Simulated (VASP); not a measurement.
# BIr12 in VASP: notebook, part 2 of 2

VASP 6.6.1.

**4. Single point, PBE**

Contents of INCAR:

```
ALGO = Normal
EDIFF = 1E-6
ENCUT = 520
GGA = PE
ISIF = 2
ISMEAR = 0
LASPH = True
LCHARG = False
LREAL = False
LWAVE = False
NBANDS = 68
NELM = 80
PREC = Accurate
SIGMA = 0.05
```

Contents of KPOINTS:

```
k-points
0
Gamma
  4 4 1
```

Contents of POSCAR:

```
BIr12
1.0
    5.4305800000      0.0000000000      0.0000000000
    2.7152900000      4.7030200000      0.0000000000
    0.0000000000      0.0000000000     15.4340500000
Ir B
12 1
Direct
    0.1666666312      0.1666667375      0.0647918077
    0.6666666312      0.1666667375      0.0647918077
    0.1666666312      0.6666667375      0.0647918077
    0.6666666312      0.6666667375      0.0647918077
   -0.1667055446      0.3324215079      0.2087279100
    0.3288642418      0.3355679967      0.2073407174
   -0.1667056529      0.8342841408      0.2087278453
    0.3351882028      0.8324059859      0.2038348975
    0.0143095692     -0.0071547644      0.3483043660
    0.5133233683      0.0043635791      0.3563517677
    0.0056599765      0.4971701162      0.3510923575
    0.5133232827      0.4823130669      0.3563517677
    0.5436970918      0.7281514856      0.4424920873
```

Potentials or basis: VASP PAW PBE potentials, release 64 (Ir, B).

Command:

```console
cat potpaw_PBE.64/Ir/POTCAR potpaw_PBE.64/B/POTCAR > POTCAR
mpirun -np 1 vasp_std > vasp.out
```

OUTCAR:

```text
EDIFF = 1E-6
   ENCUT = 520
   GGA = PE
   ISIF = 2
   ISMEAR = 0
   LASPH = True
   LREAL = False
   NELM = 80
   PREC = Accurate

 ion  position               nearest neighbor table
   1  0.167  0.167  0.065-   8 2.66   6 2.70   3 2.72   3 2.72   4 2.72   4 2.72   2 2.72   2 2.72
                             5 2.72
   2  0.667  0.167  0.065-   6 2.71   4 2.72   3 2.72   4 2.72   3 2.72   1 2.72   1 2.72   7 2.72
                             5 2.72
   3  0.167  0.667  0.065-   8 2.66   6 2.70   1 2.72   1 2.72   2 2.72   2 2.72   4 2.72   4 2.72
                             7 2.72
   4  0.667  0.667  0.065-   8 2.65   2 2.72   1 2.72   2 2.72   1 2.72   3 2.72   3 2.72   7 2.72
                             5 2.72
   5  0.833  0.332  0.209-   9 2.68   6 2.70   7 2.71  11 2.71   8 2.71   2 2.72   1 2.72   4 2.72
                             8 2.72   7 2.73   6 2.73  12 2.73
   6  0.329  0.336  0.207-  11 2.69   3 2.70   1 2.70   7 2.70   5 2.70   2 2.71   8 2.72   8 2.72
                             7 2.73   5 2.73  12 2.78  10 2.78
   7  0.833  0.834  0.209-   9 2.68   6 2.70   5 2.71  11 2.71   8 2.71   2 2.72   3 2.72   4 2.72
                             8 2.72   5 2.73   6 2.73  10 2.73
   8  0.335  0.832  0.204-   4 2.65   1 2.66   3 2.66   9 2.69   7 2.71   5 2.71   6 2.72   6 2.72
                             5 2.72   7 2.72  10 2.87  12 2.87
   9  0.014  0.993  0.348-   5 2.68   7 2.68   8 2.69  10 2.69  12 2.69  11 2.72  11 2.72  12 2.74
                            10 2.74
  10  0.513  0.004  0.356-  13 1.95  12 2.60   9 2.69  11 2.72  11 2.72   7 2.73   9 2.74   6 2.78
                            12 2.84   8 2.87
  11  0.006  0.497  0.351-  13 2.59   6 2.69   5 2.71   7 2.71   9 2.72   9 2.72  10 2.72  12 2.72
                            12 2.72  10 2.72
  12  0.513  0.482  0.356-  13 1.95  10 2.60   9 2.69  11 2.72  11 2.72   5 2.73   9 2.74   6 2.78
                            10 2.84   8 2.87
  13  0.544  0.728  0.442-  10 1.95  12 1.95  11 2.59

  LATTYP: Found a hexagonal cell.
 ALAT       =     5.4305797945
 C/A-ratio  =     2.8420630180

  Lattice vectors:

 A1 = (  -2.7152900000,  -4.7030200000,   0.0000000000)
 A2 = (   5.4305800000,   0.0000000000,   0.0000000000)
 A3 = (   0.0000000000,   0.0000000000,  15.4340500000)

Analysis of symmetry for initial positions (statically):
=====================================================================
 Subroutine PRICEL returns:
 Original cell was already a primitive cell.

 Routine SETGRP: Setting up the symmetry group for a
 hexagonal supercell.

 Subroutine GETGRP returns: Found  2 space group operations
 (whereof  2 operations were pure point group operations)
 out of a pool of 24 trial point group operations.

The static configuration has the point symmetry C_1h.

Analysis of symmetry for dynamics (positions and initial velocities):
=====================================================================
 Subroutine PRICEL returns:
 Original cell was already a primitive cell.

 Routine SETGRP: Setting up the symmetry group for a
 hexagonal supercell.

 Subroutine GETGRP returns: Found  2 space group operations
 (whereof  2 operations were pure point group operations)
 out of a pool of 24 trial point group operations.

The dynamic configuration has the point symmetry C_1h.

 Subroutine INISYM returns: Found  2 space group operations
[... 86 lines left out ...]
   dimension x,y,z NGX =    40 NGY =   40 NGZ =  120
   dimension x,y,z NGXF=    80 NGYF=   80 NGZF=  240
   ions per type =              12   1
   NGX,Y,Z   is equivalent  to a cutoff of  12.25, 12.25, 12.93 a.u.
   NGXF,Y,Z  is equivalent  to a cutoff of  24.49, 24.49, 25.85 a.u.
 SYSTEM =  unknown system
   PREC   = accura    normal or accurate (medium, high low for compatibility)
   ISTART =      0    job   : 0-new  1-cont  2-samecut
   ICHARG =      2    charge: 1-file 2-atom 10-const
   ISPIN  =      1    spin polarized calculation?
   LNONCOLLINEAR =      F non collinear calculations
   LSORBIT =      F    spin-orbit coupling
   LASPH  =      T    aspherical Exc in radial PAW
   ENCUT  =  520.0 eV  38.22 Ry    6.18 a.u.  10.10 10.10 28.70*2*pi/ulx,y,z
   NELM   =     80;   NELMIN=  2; NELMDL= -5     # of ELM steps
   EDIFF  = 0.1E-05   stopping-criterion for ELM
   LREAL  =      F    real-space projection
   EDIFFG = 0.1E-04   stopping-criterion for IOM
   NSW    =      0    number of steps for IOM
   IBRION =     -1    ionic relax: 0-MD 1-quasi-New 2-CG
   NFREE  =      0    steps in history (QN), initial steepest desc. (CG)
   ISIF   =      2    stress and relaxation
   ISYM   =      2    0-nonsym 1-usesym 2-fastsym
   POTIM  = 0.5000    time-step for ionic-motion
   TEBEG  =    0.0;   TEEND  =   0.0 temperature during run
   PSTRESS=    0.0 pullay stress
   NELECT =     111.0000    total number of electrons
   NUPDOWN=      -1.0000    fix difference up-down
   EMIN   =  10.00;   EMAX   =-10.00  energy-range for DOS
   EFERMI =   0.00;   METHOD = LEGACY
   ISMEAR =     0;   SIGMA  =   0.05  broadening in eV -4-tet -1-fermi 0-gaus
   EFERMI_NEDOS =   21; number of points for ismear=-14 and -15
   IALGO  =     38    algorithm
   IMIX   =      4    mixing-type and parameters
     AMIX     =   0.40;   BMIX     =  1.00
     AMIX_MAG =   1.60;   BMIX_MAG =  1.00
  volume/ion in A,a.u.               =      30.32       204.62
  Fermi-wavevector in a.u.,A,eV,Ry     =   1.073037  2.027747 15.665873  1.151409
  Thomas-Fermi vector in A             =   2.208825
   LORBIT       =      0    0 simple, 1 ext, 2 COOP (PROOUT), +10 PAW based schemes
   GGA     = PE    functional components
   LHFCALC =     F    Hartree Fock is set to
   AEXX    =    0.0000 exact exchange contribution
   IVDW    =     0    specifies the selected vdW correction
   LEPSILON=     F    determine dielectric tensor
   LRPA    =     F    only Hartree local field effects (RPA)
 non-spin polarized calculation
 Gauss-broadening in eV      SIGMA  =   0.05
  energy-cutoff  :      520.00
  volume of cell :      394.19
 maximum number of plane-waves:     10640
   NGX = 21   NGY = 21   NGZ = 57

 number of electron     111.0000007 magnetization

 Free energy of the ion-electron system (eV)
  ---------------------------------------------------
  ext. energy  EPLUGINS =         0.00000000
  ---------------------------------------------------
  free energy    TOTEN  =      -104.99457388 eV

  energy without entropy =     -104.97134063  energy(sigma->0) =     -104.98295725

 E-fermi :   1.5721     XC(G=0):  -7.5054

 val. band max:        1.5578823699   @ k =   0.2500   0.5000   0.0000
 cond. band min:       1.5739783558   @ k =   0.0000   0.0000   0.0000
 fundamental gap:      0.0160959859
 Fermi energy:         1.5721090239

 k-point     1 :       0.0000    0.0000    0.0000
  band No.  band energies     occupation
      1      -8.7703      2.00000
      2      -7.5616      2.00000
      3      -6.2885      2.00000
      4      -5.8976      2.00000
      5      -5.8023      2.00000
      6      -5.7630      2.00000
[... 479 lines left out ...]
     66       2.4035      0.00000
     67       2.6562      0.00000
 [bands above 67 left out]

------------------------ aborting loop because EDIFF is reached ----------------------------------------

  FORCE on cell =-STRESS in cart. coord.  units (eV):
  Direction    XX          YY          ZZ          XY          YZ          ZX
  --------------------------------------------------------------------------------------
  -------------------------------------------------------------------------------------
  Total       -5.4745970     -3.5142264      0.6833372      1.6977303     -0.0108547      0.0188008
  in kB      -22.2515256    -14.2835901      2.7774274      6.9004330     -0.0441191      0.0764159
  external PRESSURE =     -11.2525628 kB  Pullay stress =       0.0000000 kB

 VOLUME and BASIS-vectors are now :
 -----------------------------------------------------------------------------
  energy-cutoff  :      520.00
  volume of cell :      394.19
      direct lattice vectors                 reciprocal lattice vectors
     5.430580000  0.000000000  0.000000000     0.184142394 -0.106314666  0.000000000
     2.715290000  4.703020000  0.000000000     0.000000000  0.212629332  0.000000000
     0.000000000  0.000000000 15.434050000     0.000000000  0.000000000  0.064791808

 POSITION                                       TOTAL-FORCE (eV/Angst)
 -----------------------------------------------------------------------------------
      1.35764      0.78384      1.00000         0.031484     -0.069168     -0.171498
      4.07293      0.78384      1.00000        -0.058573      0.033817     -0.020625
      2.71529      3.13535      1.00000         0.075644      0.007318     -0.171498
      5.43058      3.13535      1.00000        -0.048424      0.027958      0.224091
      5.42789      1.56339      3.22152        -0.000664      0.006749      0.000861
      2.69709      1.57818      3.20011        -0.001877      0.001084     -0.002438
      6.79060      3.92365      3.22152        -0.006177     -0.002799      0.000861
      4.08049      3.91482      3.14600         0.008671     -0.005006      0.033995
      2.77357      4.66937      5.37575        -0.001650      0.000952      0.027152
      2.79949      0.02052      5.49995         0.035759      0.094275     -0.066043
      1.38070      2.33820      5.41878         0.013939     -0.008048      0.027220
      4.09726      2.26833      5.49995        -0.063765     -0.078106     -0.066043
      4.92973      3.42451      6.82944         0.015633     -0.009026      0.183964
 -----------------------------------------------------------------------------------
    total drift:                               -0.000133     -0.000174      0.000117

  FREE ENERGIE OF THE ION-ELECTRON SYSTEM (eV)
  ---------------------------------------------------
  free  energy   TOTEN  =      -104.9945738800 eV

  energy  without entropy=     -104.9713406257  energy(sigma->0) =     -104.98295725
```

It took 8 min on 1 thread of Intel Xeon Platinum 8488C (Sapphire Rapids), shared host; peak memory 0.48 GiB.

What came out:

```
Free energy            : -104.9946 eV
Largest force          : 0.231 eV/Å
Band gap on the k mesh : zero (an odd number of electrons rules out a gap without spin polarisation)
```

Forces in eV/Å, atoms in the order of the input:
```
Ir   0.031 -0.069 -0.171
Ir  -0.059  0.034 -0.021
Ir   0.076  0.007 -0.171
Ir  -0.048  0.028  0.224
Ir  -0.001  0.007  0.001
Ir  -0.002  0.001 -0.002
Ir  -0.006 -0.003  0.001
Ir   0.009 -0.005  0.034
Ir  -0.002  0.001  0.027
Ir   0.036  0.094 -0.066
Ir   0.014 -0.008  0.027
Ir  -0.064 -0.078 -0.066
B    0.016 -0.009  0.184
```

Caveat: there is no dipole correction, which matters where the two faces differ; spin-orbit coupling is left out, which moves the levels of the heavy elements.

**5. The runs side by side**

```csv
potentials or basis,cell,cutoff (eV),gap on the mesh (eV),largest force (eV/Å)
"VASP PAW PBE potentials, release 64 (Ir_sv_GW, B)","as given, atomic positions A",420,none,0.26
"VASP PAW PBE potentials, release 64 (Ir, B)","as given, atomic positions B",520,none,0.51
"VASP PAW PBE potentials, release 64 (Ir, B)","as given, atomic positions C",520,none,0.23
```

Alike in all rows: task single point; level PBE; no spin polarisation; k mesh 4 × 4 × 1; smearing gaussian 0.05 eV.

Caveats: there is no dipole correction, which matters where the two faces differ; spin-orbit coupling is left out, which moves the levels of the heavy elements.

Total energies depend on the potentials used, so only differences within one code and one set of settings carry meaning.

The gap in the log of VASP goes by the Fermi energy; the results here count the filled bands.